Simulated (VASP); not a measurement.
# HfSi3O2 (Cm) in VASP: relaxation of cell and atoms with PBE

Aim: the relaxation of cell and atoms of HfSi3O2 with PBE.

Program: VASP 6.6.1. These are calculated values, not measurements. Logs are shortened: lines on timing, memory, paths and dates and some standing lists are left out, and cuts for length are marked.

## 1. The cell of the first run

The structure is monoclinic, space group Cm (No. 8). Conventional cell: a = 10.630 Å, b = 4.028 Å, c = 7.061 Å, α = 90.00°, β = 129.54°, γ = 90.00°. Within 2.6 Å of Hf (site symmetry m) lie 3 O at 1.92 to 2.07 Å. Si (site symmetry m) has 3 Si at 2.32 to 2.39 Å and 1 Hf at 2.77 Å within 3.1 Å. Within 2.4 Å of Si (site symmetry m) lie 1 O at 1.81 Å and 2 Si at 2.32 to 2.39 Å. Within 2.4 Å of Si (site symmetry m) lie 1 O at 1.70 Å and 3 Si at 2.39 Å. Within 2.4 Å of O (site symmetry m) lie 1 Si at 1.81 Å and 2 Hf at 2.07 Å. Within 2.3 Å of O (site symmetry m) lie 1 Si at 1.70 Å and 1 Hf at 1.92 Å.

The cell was built from a structure type or drawn by symmetry, and may not be a known phase.

## 2. Relaxation of cell and atoms, PBE

INCAR reads:

```
  ALGO = Normal
  EDIFF = 1E-7
  EDIFFG = -0.01
  ENCUT = 600
  GGA = PE
  IBRION = 2
  ISIF = 3
  ISMEAR = 0
  LASPH = True
  LCHARG = False
  LREAL = False
  LWAVE = False
  NELM = 60
  NSW = 100
  PREC = Accurate
  SIGMA = 0.1
```

KPOINTS reads:

```
k-points
0
Gamma
  8 8 6
```

POSCAR reads:

```
HfSi3O2
1.0
    5.3147619080     -2.0138850217      0.0000000000
    5.3147619080      2.0138850217      0.0000000000
   -4.4951806946      0.0000000000      5.4456810558
Hf Si O
1 3 2
Direct
    0.4087368707      0.4087368707      0.6061678453
    0.3695569808      0.3695569808      0.1793454704
    0.0896405528      0.0896405528      0.9554289678
    0.9907449640      0.9907449640      0.1793007113
    0.9601221551      0.9601221551      0.6244457798
    0.1811995166      0.1811995166      0.4553133454
```

Potentials or basis: VASP PAW PBE potentials, release 64 (Hf_pv, Si, O).

Started as:

```bash
> cat potpaw_PBE.64/Hf_pv/POTCAR potpaw_PBE.64/Si/POTCAR potpaw_PBE.64/O/POTCAR > POTCAR
> mpirun -np 1 vasp_std > vasp.out
```

OUTCAR:

```text
EDIFF = 1E-7
   EDIFFG = -0.01
   ENCUT = 600
   GGA = PE
   IBRION = 2
   ISIF = 3
   ISMEAR = 0
   LASPH = True
   LREAL = False
   NELM = 60
   NSW = 100
   PREC = Accurate

 ion  position               nearest neighbor table
   1  0.409  0.409  0.606-   6 1.92   5 2.07   5 2.07   2 2.77   3 2.79   3 2.79   4 3.43
   2  0.370  0.370  0.179-   3 2.32   4 2.39   4 2.39   1 2.77
   3  0.090  0.090  0.955-   5 1.81   2 2.32   4 2.39   1 2.79   1 2.79
   4  0.991  0.991  0.179-   6 1.70   2 2.39   2 2.39   3 2.39   1 3.43
   5  0.960  0.960  0.624-   3 1.81   1 2.07   1 2.07
   6  0.181  0.181  0.455-   4 1.70   1 1.92

  LATTYP: Found a base centered monoclinic cell.
 ALAT       =    10.6295238160
 B/A-ratio  =     0.3789229050
 C/A-ratio  =     0.6643109896
 COS(beta)  =    -0.6365930716

  Lattice vectors:

 A1 = (   5.3147619080,  -2.0138850217,   0.0000000000)
 A2 = (   5.3147619080,   2.0138850217,   0.0000000000)
 A3 = (  -4.4951806946,   0.0000000000,   5.4456810558)

Analysis of symmetry for initial positions (statically):
=====================================================================
 Subroutine PRICEL returns:
 Original cell was already a primitive cell.

 Routine SETGRP: Setting up the symmetry group for a
 base centered monoclinic supercell.

 Subroutine GETGRP returns: Found  2 space group operations
 (whereof  2 operations were pure point group operations)
 out of a pool of  4 trial point group operations.

The static configuration has the point symmetry C_1h.

Analysis of symmetry for dynamics (positions and initial velocities):
=====================================================================
 Subroutine PRICEL returns:
 Original cell was already a primitive cell.

 Routine SETGRP: Setting up the symmetry group for a
 base centered monoclinic supercell.

 Subroutine GETGRP returns: Found  2 space group operations
 (whereof  2 operations were pure point group operations)
 out of a pool of  4 trial point group operations.

The dynamic configuration has the point symmetry C_1h.

 Subroutine INISYM returns: Found  2 space group operations
 (whereof  2 operations are pure point group operations),
 and found     1 'primitive' translations

----------------------------------------------------------------------------------------

                                     Primitive cell

  volume of cell :     116.5737

  direct lattice vectors                    reciprocal lattice vectors
     5.314761908 -2.013885022  0.000000000     0.094077592 -0.248276339  0.077657095
     5.314761908  2.013885022  0.000000000     0.094077592  0.248276339  0.077657095
    -4.495180695  0.000000000  5.445681056     0.000000000  0.000000000  0.183631761

  length of vectors
     5.683522413  5.683522413  7.061309485     0.276626749  0.276626749  0.183631761

  position of ions in fractional coordinates (direct lattice)
     0.408736871  0.408736871  0.606167845
     0.369556981  0.369556981  0.179345470
     0.089640553  0.089640553  0.955428968
     0.990744964  0.990744964  0.179300711
     0.960122155  0.960122155  0.624445780
     0.181199517  0.181199517  0.455313345

  ion indices of the primitive-cell ions
   primitive index   ion index
                 1           1
                 2           2
                 3           3
                 4           4
                 5           5
                 6           6

----------------------------------------------------------------------------------------

 KPOINTS: k-points

Automatic generation of k-mesh.
 Grid dimensions read from file:
 generate k-points for:    8    8    6

 Generating k-lattice:

  Cartesian coordinates                     Fractional coordinates (reciprocal lattice)
     0.011759699 -0.031034542  0.009707137     0.125000000  0.000000000  0.000000000
     0.011759699  0.031034542  0.009707137     0.000000000  0.125000000  0.000000000
     0.000000000  0.000000000  0.030605293     0.000000000  0.000000000  0.166666667

  Length of vectors
     0.034578344  0.034578344  0.030605293

  Shift w.r.t. Gamma in fractional coordinates (k-lattice)
     0.000000000  0.000000000  0.000000000

 Subroutine IBZKPT returns following result:
 ===========================================

 Found    114 irreducible k-points:

 Following reciprocal coordinates:
            Coordinates               Weight
  0.000000  0.000000  0.000000      1.000000
  0.125000 -0.000000 -0.000000      4.000000
  0.250000 -0.000000 -0.000000      4.000000
  0.375000 -0.000000 -0.000000      4.000000
  0.500000 -0.000000 -0.000000      2.000000
  0.125000  0.125000 -0.000000      2.000000
[... 16 lines left out ...]
  0.125000 -0.000000  0.166667      4.000000
  0.250000 -0.000000  0.166667      4.000000
 [... further k-points ...]
   k-points           NKPTS =    114   k-points in BZ     NKDIM =    114   number of bands    NBANDS=     21
   number of dos      NEDOS =    301   number of ions     NIONS =      6
   total plane-waves  NPLWV = 129024
   dimension x,y,z NGX =    48 NGY =   48 NGZ =   56
   dimension x,y,z NGXF=    96 NGYF=   96 NGZF=  112
   ions per type =               1   3   2
   NGX,Y,Z   is equivalent  to a cutoff of  14.04, 14.04, 13.18 a.u.
   NGXF,Y,Z  is equivalent  to a cutoff of  28.08, 28.08, 26.37 a.u.
 SYSTEM =  unknown system
   PREC   = accura    normal or accurate (medium, high low for compatibility)
   ISTART =      0    job   : 0-new  1-cont  2-samecut
   ICHARG =      2    charge: 1-file 2-atom 10-const
   ISPIN  =      1    spin polarized calculation?
   LNONCOLLINEAR =      F non collinear calculations
   LSORBIT =      F    spin-orbit coupling
   LASPH  =      T    aspherical Exc in radial PAW
   ENCUT  =  600.0 eV  44.10 Ry    6.64 a.u.  11.35 11.35 14.10*2*pi/ulx,y,z
   NELM   =     60;   NELMIN=  2; NELMDL= -5     # of ELM steps
   EDIFF  = 0.1E-06   stopping-criterion for ELM
   LREAL  =      F    real-space projection
   EDIFFG = -.1E-01   stopping-criterion for IOM
   NSW    =    100    number of steps for IOM
   IBRION =      2    ionic relax: 0-MD 1-quasi-New 2-CG
   NFREE  =      1    steps in history (QN), initial steepest desc. (CG)
   ISIF   =      3    stress and relaxation
   ISYM   =      2    0-nonsym 1-usesym 2-fastsym
   POTIM  = 0.5000    time-step for ionic-motion
   TEBEG  =    0.0;   TEEND  =   0.0 temperature during run
   PSTRESS=    0.0 pullay stress
   NELECT =      34.0000    total number of electrons
   NUPDOWN=      -1.0000    fix difference up-down
   EMIN   =  10.00;   EMAX   =-10.00  energy-range for DOS
   EFERMI =   0.00;   METHOD = LEGACY
   ISMEAR =     0;   SIGMA  =   0.10  broadening in eV -4-tet -1-fermi 0-gaus
   EFERMI_NEDOS =   21; number of points for ismear=-14 and -15
   IALGO  =     38    algorithm
   IMIX   =      4    mixing-type and parameters
     AMIX     =   0.40;   BMIX     =  1.00
     AMIX_MAG =   1.60;   BMIX_MAG =  1.00
  volume/ion in A,a.u.               =      19.43       131.11
  Fermi-wavevector in a.u.,A,eV,Ry     =   1.085678  2.051633 16.037133  1.178696
  Thomas-Fermi vector in A             =   2.221797
   LORBIT       =      0    0 simple, 1 ext, 2 COOP (PROOUT), +10 PAW based schemes
   GGA     = PE    functional components
   LHFCALC =     F    Hartree Fock is set to
   AEXX    =    0.0000 exact exchange contribution
   IVDW    =     0    specifies the selected vdW correction
   LEPSILON=     F    determine dielectric tensor
   LRPA    =     F    only Hartree local field effects (RPA)
 conjugate gradient relaxation of ions
 non-spin polarized calculation
 Gauss-broadening in eV      SIGMA  =   0.10
  energy-cutoff  :      600.00
  volume of cell :      116.57
 maximum number of plane-waves:      3909
 NGX is ok and might be reduce to    48
   NGX = 23   NGY = 23   NGZ = 29

--------------------------------------- Ionic step        1  -------------------------------------------

 number of electron      34.0000000 magnetization

 Free energy of the ion-electron system (eV)
  ---------------------------------------------------
  ext. energy  EPLUGINS =         0.00000000
  ---------------------------------------------------
  free energy    TOTEN  =       -43.22148069 eV

  energy without entropy =      -43.22000658  energy(sigma->0) =      -43.22074363

------------------------ aborting loop because EDIFF is reached ----------------------------------------

  FORCE on cell =-STRESS in cart. coord.  units (eV):
  Direction    XX          YY          ZZ          XY          YZ          ZX
  --------------------------------------------------------------------------------------
  -------------------------------------------------------------------------------------
  Total       -0.3120799     -0.7131608     -0.0354533      0.0000000      0.0000000     -0.0149977
  in kB       -4.2891938     -9.8016085     -0.4872664      0.0000000      0.0000000     -0.2061262
  external PRESSURE =      -4.8593562 kB  Pullay stress =       0.0000000 kB
[... 101 lines left out ...]
  FREE ENERGIE OF THE ION-ELECTRON SYSTEM (eV)
  ---------------------------------------------------
  free  energy   TOTEN  =       -43.2232622120 eV

  energy  without entropy=      -43.2218121826  energy(sigma->0) =      -43.22253720

[... ionic steps 4 to 7 ...]

--------------------------------------- Ionic step        8  -------------------------------------------

 number of electron      33.9999998 magnetization

------------------------ aborting loop because EDIFF is reached ----------------------------------------

  FORCE on cell =-STRESS in cart. coord.  units (eV):
  Direction    XX          YY          ZZ          XY          YZ          ZX
  --------------------------------------------------------------------------------------
  -------------------------------------------------------------------------------------
  Total       -0.0096404     -0.0049520     -0.0100257      0.0000000      0.0000000     -0.0002945
  in kB       -0.1329650     -0.0683006     -0.1382804      0.0000000      0.0000000     -0.0040625
  external PRESSURE =      -0.1131820 kB  Pullay stress =       0.0000000 kB
[... 65 lines left out ...]
  energy  without entropy=      -43.2221032734  energy(sigma->0) =      -43.22284251

--------------------------------------- Ionic step       10  -------------------------------------------

 number of electron      33.9999998 magnetization

 Free energy of the ion-electron system (eV)
  ---------------------------------------------------
  ext. energy  EPLUGINS =         0.00000000
  ---------------------------------------------------
  free energy    TOTEN  =       -43.22358641 eV

  energy without entropy =      -43.22211100  energy(sigma->0) =      -43.22284870

 E-fermi :   4.4225     XC(G=0):  -9.0311

 val. band max:        4.3837195814   @ k =   0.3750   0.3750   0.5000
 cond. band min:       4.4259796619   @ k =   0.5000   0.5000   0.5000
 fundamental gap:      0.0422600804
 Fermi energy:         4.4225256469

 k-point     1 :       0.0000    0.0000    0.0000
  band No.  band energies     occupation
      1     -27.6540      2.00000
      2     -27.3559      2.00000
      3     -27.1622      2.00000
      4     -16.5924      2.00000
      5     -15.5943      2.00000
      6      -6.2083      2.00000
[... 550 lines left out ...]
      5     -15.5836      2.00000
      6      -5.9462      2.00000
[... 13 lines left out ...]
     20       6.4243      0.00000
     21       6.8276      0.00000

 [... further k-points ...]

------------------------ aborting loop because EDIFF is reached ----------------------------------------

  FORCE on cell =-STRESS in cart. coord.  units (eV):
  Direction    XX          YY          ZZ          XY          YZ          ZX
  --------------------------------------------------------------------------------------
  -------------------------------------------------------------------------------------
  Total       -0.0139787      0.0031768      0.0246166      0.0000000      0.0000000      0.0021340
  in kB       -0.1928075      0.0438179      0.3395351      0.0000000      0.0000000      0.0294341
  external PRESSURE =       0.0635152 kB  Pullay stress =       0.0000000 kB
[... 21 lines left out ...]
  FREE ENERGIE OF THE ION-ELECTRON SYSTEM (eV)
  ---------------------------------------------------
  free  energy   TOTEN  =       -43.2235864060 eV

  energy  without entropy=      -43.2221110006  energy(sigma->0) =      -43.22284870

 reached required accuracy - stopping structural energy minimisation
```

Wall time 20 min (1 thread of Intel Xeon 6975P-C (Granite Rapids), shared host); peak memory 0.61 GiB.

What came out:

```
Free energy                           : -43.2236 eV
Relaxed volume                        : 19.36 Å³/atom
Relaxed cell                          : a = 5.679 Å, b = 5.679 Å, c = 7.056 Å, α = 126.47°, β = 126.47°, γ = 41.38°
Space group after relaxing (to 0.1 Å) : Cm (No. 8)
Energy gained by relaxing             : 0.4 meV/atom
Ionic steps                           : 10
Pressure after relaxing               : 0.0 GPa
Largest force after relaxing          : 0.009 eV/Å
```

Forces in eV/Å, atoms in the order of the input:
```
Hf  -0.003  0.000  0.002
Si   0.001  0.000 -0.001
Si   0.000  0.000  0.009
Si  -0.003  0.000 -0.009
O    0.002  0.000 -0.004
O    0.004  0.000  0.003
```

The path:
```
step  energy change (eV)  largest force (eV/Å)  pressure (GPa)  volume (Å³)
   1              0.0000                0.1907           -0.49       116.57
   2              0.0002                0.2875            0.56       115.58
   3             -0.0018                0.0590            0.01       116.09
   4             -0.0019                0.0759            0.04       116.02
   5             -0.0020                0.0305            0.03       116.05
   6             -0.0021                0.0190            0.02       116.09
   7             -0.0021                0.0189            0.02       116.11
   8             -0.0021                0.0129           -0.01       116.16
   9             -0.0021                0.0148           -0.01       116.17
  10             -0.0021                0.0093            0.01       116.16
```

Final structure:
```yaml
crystal:
  lattice:
    - [5.31305, -2.00633, 0.00534]
    - [5.31305, 2.00633, 0.00534]
    - [-4.48825, 0.00000, 5.44400]
  atoms:
    - { symbol: Hf, position: [0.40859, 0.40859, 0.60611] }
    - { symbol: Si, position: [0.36926, 0.36926, 0.17914] }
    - { symbol: Si, position: [0.08972, 0.08972, 0.95564] }
    - { symbol: Si, position: [0.99095, 0.99095, 0.17967] }
    - { symbol: O, position: [0.95972, 0.95972, 0.62434] }
    - { symbol: O, position: [0.18176, 0.18176, 0.45511] }
```

Caveat: spin-orbit coupling is left out, which moves the levels of the heavy elements.
